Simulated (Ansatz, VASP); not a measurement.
Given: the input of a run of Ansatz 0.2.0 on Al.

Contents of input.yaml:

```yaml
crystal:
  lattice:
    - [0.0, 2.0382146954, 2.0382146954]
    - [2.0382146954, 0.0, 2.0382146954]
    - [2.0382146954, 2.0382146954, 0.0]
  atoms:
    - { symbol: Al, position: [0.0, 0.0, 0.0] }
hamiltonian:
  xc: blyp
  pseudopotentials: { kind: paw }
kpoints:
  mp_grid: { grid: [11, 11, 11] }
scf:
  occupations: { method: fermi_dirac, width: 0.05 }
output:
  forces: true
  stress: true
  eigenvalues: true
```

Potentials or basis: Ansatz PAW.

The run is started by

```bash
$ ansatz run input.yaml --threads 2 --pin off --max-ram 5120MiB --backend cpu --events-out ev --progress --plain --runs-dir out
```

Problem. Set up the same calculation for VASP 6.6.1. Potentials there: VASP PAW PBE potentials, release 64 (Al).

Solution. As run (the cutoff follows the program's own potentials):

Contents of INCAR:

```
  PREC = Accurate
  ENCUT = 520
  EDIFF = 1E-6
  ISMEAR = -1
  SIGMA = 0.05
  LREAL = False
  LASPH = True
  NELM = 80
  ALGO = Fast
  ISIF = 2
  LWAVE = False
  LCHARG = True
  GGA = B5
  ALDAX = 1.0
  AGGAX = 1.0
  AGGAC = 1.0
  ALDAC = 0.0
  LELF = True
  LVHAR = True
  NBANDS = 8
```

Contents of KPOINTS:

```
Automatic mesh
0
Gamma
  11 11 11
```

File POSCAR:

```
Al
1.0
    0.0000000000      2.0382146954      2.0382146954
    2.0382146954      0.0000000000      2.0382146954
    2.0382146954      2.0382146954      0.0000000000
Al
1
Direct
    0.0000000000      0.0000000000      0.0000000000
```

Potentials or basis: VASP PAW PBE potentials, release 64 (Al).

Launch:

```sh
$ cat potpaw_PBE.64/Al/POTCAR > POTCAR
$ mpirun -np 1 vasp_std > vasp.out
```

Both were run:

|  | VASP | Ansatz | Ansatz less VASP |
| --- | --- | --- | --- |
| gap on the k mesh at the Fermi level (eV) | none | none | - |
| pressure (GPa) | 1.8 | 1.6 | -0.12 |

VASP's potentials were made for PBE, not for BLYP. A gap of «none» marks a metal or a gap that the smearing closes. With one functional, cell and mesh, what is left measures potentials, basis and numerics.
